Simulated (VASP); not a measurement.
# YHg (Pm-3m) in VASP: a series of runs

Runs on YHg. Level: LDA. Tasks: electric field gradients.

Program: VASP 6.6.1. These are calculated values, not measurements. Logs are shortened: lines on timing, memory, paths and dates and some standing lists are left out, and cuts for length are marked.

## (1) The cell of the first run

Symmetry: Pm-3m, No. 221, cubic system. Conventional cell: a = 3.680 Å, b = 3.680 Å, c = 3.680 Å, α = 90.00°, β = 90.00°, γ = 90.00°. Within 4.2 Å of Y (site symmetry m-3m) lie 8 Hg at 3.19 Å and 6 Y at 3.68 Å. Hg (site symmetry m-3m) has 8 Y at 3.19 Å and 6 Hg at 3.68 Å within 4.2 Å.

## (2) Electric field gradients, LDA

File INCAR:

```
SYSTEM = YHg
ALGO = Normal ; EDIFF = 1E-8
ENCUT = 520 ; GGA = CA
ISIF = 2 ; ISMEAR = -1
LASPH = .TRUE. ; LCHARG = .FALSE.
LEFG = .TRUE. ; LREAL = .FALSE.
LWAVE = .FALSE. ; NBANDS = 18
NELM = 80 ; PREC = Accurate
SIGMA = 0.05
```

File KPOINTS:

```
k-points
0
G
  10 10 10
  0 0 0
```

File POSCAR:

```
YHg
1.0
    3.6800000000      0.0000000000      0.0000000000
    0.0000000000      3.6800000000      0.0000000000
    0.0000000000      0.0000000000      3.6800000000
Y Hg
1 1
Direct
    0.5000000000      0.5000000000      0.5000000000
    0.0000000000      0.0000000000      0.0000000000
```

Potentials or basis: VASP PAW LDA potentials, release 64 (Y_sv, Hg).

Started as:

```
$ cat potpaw_LDA.64/Y_sv/POTCAR potpaw_LDA.64/Hg/POTCAR > POTCAR
$ mpirun -np 1 vasp_std > vasp.out
```

OUTCAR:

```text
SYSTEM = YHg
   EDIFF = 1E-8
   ENCUT = 520
   GGA = CA
   ISIF = 2
   ISMEAR = -1
   LASPH = .TRUE.
   LREAL = .FALSE.
   NELM = 80
   PREC = Accurate

 ion  position               nearest neighbor table
   1  0.500  0.500  0.500-   2 3.19   2 3.19   2 3.19   2 3.19   2 3.19   2 3.19   2 3.19   2 3.19

   2  0.000  0.000  0.000-   1 3.19   1 3.19   1 3.19   1 3.19   1 3.19   1 3.19   1 3.19   1 3.19

  LATTYP: Found a simple cubic cell.
 ALAT       =     3.6800000000

  Lattice vectors:

 A1 = (   3.6800000000,   0.0000000000,   0.0000000000)
 A2 = (   0.0000000000,   3.6800000000,   0.0000000000)
 A3 = (   0.0000000000,   0.0000000000,   3.6800000000)

Analysis of symmetry for initial positions (statically):
=====================================================================
 Subroutine PRICEL returns:
 Original cell was already a primitive cell.

 Routine SETGRP: Setting up the symmetry group for a
 simple cubic supercell.

 Subroutine GETGRP returns: Found 48 space group operations
 (whereof 48 operations were pure point group operations)
 out of a pool of 48 trial point group operations.

The static configuration has the point symmetry O_h .

Analysis of symmetry for dynamics (positions and initial velocities):
=====================================================================
 Subroutine PRICEL returns:
 Original cell was already a primitive cell.

 Routine SETGRP: Setting up the symmetry group for a
 simple cubic supercell.

 Subroutine GETGRP returns: Found 48 space group operations
 (whereof 48 operations were pure point group operations)
 out of a pool of 48 trial point group operations.

The dynamic configuration has the point symmetry O_h .

 Subroutine INISYM returns: Found 48 space group operations
 (whereof 48 operations are pure point group operations),
 and found     1 'primitive' translations

----------------------------------------------------------------------------------------

                                     Primitive cell

  volume of cell :      49.8360

  direct lattice vectors                    reciprocal lattice vectors
     3.680000000  0.000000000  0.000000000     0.271739130  0.000000000  0.000000000
     0.000000000  3.680000000  0.000000000     0.000000000  0.271739130  0.000000000
     0.000000000  0.000000000  3.680000000     0.000000000  0.000000000  0.271739130

  length of vectors
     3.680000000  3.680000000  3.680000000     0.271739130  0.271739130  0.271739130

  position of ions in fractional coordinates (direct lattice)
     0.500000000  0.500000000  0.500000000
     0.000000000  0.000000000  0.000000000

  ion indices of the primitive-cell ions
   primitive index   ion index
                 1           1
                 2           2

----------------------------------------------------------------------------------------

 KPOINTS: k-points

Automatic generation of k-mesh.
 Grid dimensions read from file:
 generate k-points for:   10   10   10

 Generating k-lattice:

  Cartesian coordinates                     Fractional coordinates (reciprocal lattice)
     0.027173913  0.000000000  0.000000000     0.100000000  0.000000000  0.000000000
     0.000000000  0.027173913  0.000000000     0.000000000  0.100000000  0.000000000
     0.000000000  0.000000000  0.027173913     0.000000000  0.000000000  0.100000000

  Length of vectors
     0.027173913  0.027173913  0.027173913

  Shift w.r.t. Gamma in fractional coordinates (k-lattice)
     0.000000000  0.000000000  0.000000000

 Subroutine IBZKPT returns following result:
 ===========================================

 Found     56 irreducible k-points:

 Following reciprocal coordinates:
            Coordinates               Weight
  0.000000  0.000000  0.000000      1.000000
  0.100000  0.000000  0.000000      6.000000
  0.200000  0.000000  0.000000      6.000000
  0.300000  0.000000  0.000000      6.000000
  0.400000  0.000000  0.000000      6.000000
  0.500000  0.000000  0.000000      3.000000
[... 16 lines left out ...]
  0.200000  0.100000  0.100000     24.000000
  0.300000  0.100000  0.100000     24.000000
 [... further k-points ...]
   k-points           NKPTS =     56   k-points in BZ     NKDIM =     56   number of bands    NBANDS=     18
   number of dos      NEDOS =    301   number of ions     NIONS =      2
   total plane-waves  NPLWV =  21952
   dimension x,y,z NGX =    28 NGY =   28 NGZ =   28
   dimension x,y,z NGXF=    56 NGYF=   56 NGZF=   56
   ions per type =               1   1
   NGX,Y,Z   is equivalent  to a cutoff of  12.65, 12.65, 12.65 a.u.
   NGXF,Y,Z  is equivalent  to a cutoff of  25.30, 25.30, 25.30 a.u.
 SYSTEM =  YHg
   PREC   = accura    normal or accurate (medium, high low for compatibility)
   ISTART =      0    job   : 0-new  1-cont  2-samecut
   ICHARG =      2    charge: 1-file 2-atom 10-const
   ISPIN  =      1    spin polarized calculation?
   LNONCOLLINEAR =      F non collinear calculations
   LSORBIT =      F    spin-orbit coupling
   LASPH  =      T    aspherical Exc in radial PAW
   ENCUT  =  520.0 eV  38.22 Ry    6.18 a.u.   6.84  6.84  6.84*2*pi/ulx,y,z
   NELM   =     80;   NELMIN=  2; NELMDL= -5     # of ELM steps
   EDIFF  = 0.1E-07   stopping-criterion for ELM
   LREAL  =      F    real-space projection
   EDIFFG = 0.1E-06   stopping-criterion for IOM
   NSW    =      0    number of steps for IOM
   IBRION =     -1    ionic relax: 0-MD 1-quasi-New 2-CG
   NFREE  =      0    steps in history (QN), initial steepest desc. (CG)
   ISIF   =      2    stress and relaxation
   ISYM   =      2    0-nonsym 1-usesym 2-fastsym
   POTIM  = 0.5000    time-step for ionic-motion
   TEBEG  =    0.0;   TEEND  =   0.0 temperature during run
   PSTRESS=    0.0 pullay stress
   NELECT =      23.0000    total number of electrons
   NUPDOWN=      -1.0000    fix difference up-down
   EMIN   =  10.00;   EMAX   =-10.00  energy-range for DOS
   EFERMI =   0.00;   METHOD = LEGACY
   ISMEAR =    -1;   SIGMA  =   0.05  broadening in eV -4-tet -1-fermi 0-gaus
   EFERMI_NEDOS =   21; number of points for ismear=-14 and -15
   IALGO  =     38    algorithm
   IMIX   =      4    mixing-type and parameters
     AMIX     =   0.40;   BMIX     =  1.00
     AMIX_MAG =   1.60;   BMIX_MAG =  1.00
  volume/ion in A,a.u.               =      24.92       168.16
  Fermi-wavevector in a.u.,A,eV,Ry     =   1.265133  2.390755 21.776972  1.600562
  Thomas-Fermi vector in A             =   2.398402
   LORBIT       =      0    0 simple, 1 ext, 2 COOP (PROOUT), +10 PAW based schemes
   GGA     = CA    functional components
   LHFCALC =     F    Hartree Fock is set to
   AEXX    =    0.0000 exact exchange contribution
   IVDW    =     0    specifies the selected vdW correction
   LEPSILON=     F    determine dielectric tensor
   LRPA    =     F    only Hartree local field effects (RPA)
 non-spin polarized calculation
  energy-cutoff  :      520.00
  volume of cell :       49.84
 maximum number of plane-waves:      1376
 NGX is ok and might be reduce to    28
   NGX = 13   NGY = 13   NGZ = 13

 number of electron      23.0000002 magnetization

 Free energy of the ion-electron system (eV)
  ---------------------------------------------------
  ext. energy  EPLUGINS =         0.00000000
  ---------------------------------------------------
  free energy    TOTEN  =        -9.19118934 eV

  energy without entropy =       -9.17257011  energy(sigma->0) =       -9.18187972

 E-fermi :   3.8562     XC(G=0): -10.8746

 val. band max:        3.8523861328   @ k =   0.4000   0.2000   0.2000
 cond. band min:       3.8757709368   @ k =   0.4000   0.0000   0.0000
 fundamental gap:      0.0233848040
 Fermi energy:         3.8562244936

 k-point     1 :       0.0000    0.0000    0.0000
  band No.  band energies     occupation
      1     -39.0769      2.00000
      2     -19.0797      2.00000
      3     -19.0797      2.00000
      4     -19.0797      2.00000
      5      -4.1469      2.00000
      6      -3.9177      2.00000
[... 10 lines left out ...]
     17       8.3169      0.00000
     18       8.3169      0.00000

 k-point     2 :       0.1000    0.0000    0.0000
  band No.  band energies     occupation
      1     -39.0753      2.00000
      2     -19.1061      2.00000
      3     -19.0780      2.00000
      4     -19.0780      2.00000
      5      -4.0100      2.00000
      6      -3.9030      2.00000
[... 10 lines left out ...]
     17       9.2056      0.00000
     18       9.2056      0.00000

 k-point     3 :       0.2000    0.0000    0.0000
  band No.  band energies     occupation
      1     -39.0710      2.00000
      2     -19.1745      2.00000
      3     -19.0735      2.00000
      4     -19.0735      2.00000
      5      -3.8641      2.00000
      6      -3.8077      2.00000
[... 10 lines left out ...]
     17      10.4667      0.00000
     18      10.4667      0.00000

 k-point     4 :       0.3000    0.0000    0.0000
  band No.  band energies     occupation
      1     -39.0658      2.00000
      2     -19.2574      2.00000
      3     -19.0680      2.00000
      4     -19.0680      2.00000
      5      -3.8150      2.00000
      6      -3.6687      2.00000
[... 10 lines left out ...]
     17      11.8387      0.00000
     18      11.8387      0.00000

 k-point     5 :       0.4000    0.0000    0.0000
  band No.  band energies     occupation
      1     -39.0615      2.00000
      2     -19.3233      2.00000
      3     -19.0635      2.00000
      4     -19.0635      2.00000
      5      -3.7745      2.00000
      6      -3.5635      2.00000
[... 10 lines left out ...]
     17      13.0682      0.00000
     18      13.2371      0.00000

 k-point     6 :       0.5000    0.0000    0.0000
  band No.  band energies     occupation
      1     -39.0598      2.00000
      2     -19.3483      2.00000
      3     -19.0618      2.00000
      4     -19.0618      2.00000
      5      -3.7588      2.00000
      6      -3.5239      2.00000
[... 307 lines left out ...]
 k-point    21 :       0.5000    0.5000    0.0000
  band No.  band energies     occupation
      1     -39.0441      2.00000
      2     -19.2995      2.00000
      3     -19.2995      2.00000
      4     -19.0342      2.00000
      5      -3.9583      2.00000
      6      -3.7947      2.00000
[... 10 lines left out ...]
     17       9.2887      0.00000
     18      10.4596      0.00000

 k-point    22 :       0.1000    0.1000    0.1000
  band No.  band energies     occupation
      1     -39.0721      2.00000
      2     -19.1072      2.00000
      3     -19.0995      2.00000
      4     -19.0995      2.00000
      5      -3.8209      2.00000
      6      -3.8209      2.00000
[... 10 lines left out ...]
     17       9.1635      0.00000
     18       9.1635      0.00000

 k-point    23 :       0.2000    0.1000    0.1000
  band No.  band energies     occupation
      1     -39.0679      2.00000
      2     -19.1694      2.00000
      3     -19.0980      2.00000
      4     -19.0949      2.00000
      5      -3.7886      2.00000
      6      -3.7174      2.00000
[... 10 lines left out ...]
     17       9.7149      0.00000
     18      10.3947      0.00000

 k-point    24 :       0.3000    0.1000    0.1000
  band No.  band energies     occupation
      1     -39.0627      2.00000
      2     -19.2504      2.00000
      3     -19.0906      2.00000
      4     -19.0892      2.00000
      5      -3.7480      2.00000
      6      -3.6077      2.00000
[... 10 lines left out ...]
     17      10.4814      0.00000
     18      11.6324      0.00000

 [... further k-points ...]
[... 5 lines left out ...]
  --------------------------------------------------------------------------------------
  -------------------------------------------------------------------------------------
  Total       -0.9624711     -0.9624711     -0.9624711      0.0000000      0.0000000     -0.0000000
  in kB      -30.9424591    -30.9424591    -30.9424591      0.0000000      0.0000000     -0.0000000
  external PRESSURE =     -30.9424591 kB  Pullay stress =       0.0000000 kB

 VOLUME and BASIS-vectors are now :
 -----------------------------------------------------------------------------
  energy-cutoff  :      520.00
  volume of cell :       49.84
      direct lattice vectors                 reciprocal lattice vectors
     3.680000000  0.000000000  0.000000000     0.271739130  0.000000000  0.000000000
     0.000000000  3.680000000  0.000000000     0.000000000  0.271739130  0.000000000
     0.000000000  0.000000000  3.680000000     0.000000000  0.000000000  0.271739130

 POSITION                                       TOTAL-FORCE (eV/Angst)
 -----------------------------------------------------------------------------------
      1.84000      1.84000      1.84000         0.000000      0.000000      0.000000
      0.00000      0.00000      0.00000         0.000000      0.000000      0.000000
 -----------------------------------------------------------------------------------
    total drift:                                0.000000      0.000000      0.000000

  FREE ENERGIE OF THE ION-ELECTRON SYSTEM (eV)
  ---------------------------------------------------
  free  energy   TOTEN  =        -9.1911893358 eV

  energy  without entropy=       -9.1725701126  energy(sigma->0) =       -9.18187972

 Electric field gradients (V/A^2)
---------------------------------------------------------------------
 ion       V_xx      V_yy      V_zz      V_xy      V_xz      V_yz
---------------------------------------------------------------------
   1       0.000     0.000    -0.000     0.000    -0.000     0.000
   2      -0.000    -0.000    -0.000    -0.000    -0.000     0.000
---------------------------------------------------------------------

 Electric field gradients after diagonalization (V/A^2)
 (convention: |V_zz| > |V_xx| > |V_yy|)
----------------------------------------------------------------------
 ion       V_xx      V_yy      V_zz     asymmetry (V_yy - V_xx)/ V_zz
----------------------------------------------------------------------
   1       0.000     0.000    -0.000       0.105
   2      -0.000    -0.000    -0.000      -0.511
----------------------------------------------------------------------

           NMR quadrupolar parameters

 Cq : quadrupolar parameter    Cq=e*Q*V_zz/h
 eta: asymmetry parameters     (V_yy - V_xx)/ V_zz
 Q  : nuclear electric quadrupole moment in mb (millibarn)
----------------------------------------------------------------------
 ion       Cq(MHz)       eta       Q (mb)
----------------------------------------------------------------------
   1      -0.000       0.105       1.000
   2      -0.000      -0.511       1.000
----------------------------------------------------------------------
```

Wall time 37 s (1 thread of Intel Xeon Platinum 8375C at 2.90GHz (Ice Lake), shared host); peak memory 0.19 GiB.

What came out:

```
Free energy : -9.1912 eV
Pressure    : -3.1 GPa
```

Caveat: without QUAD_EFG the Cq values of the log hold for a quadrupole moment of 1 mb, not for the nuclei; spin-orbit coupling is left out, which moves the levels of the heavy elements.

(Part 1 of 2 ends here.)
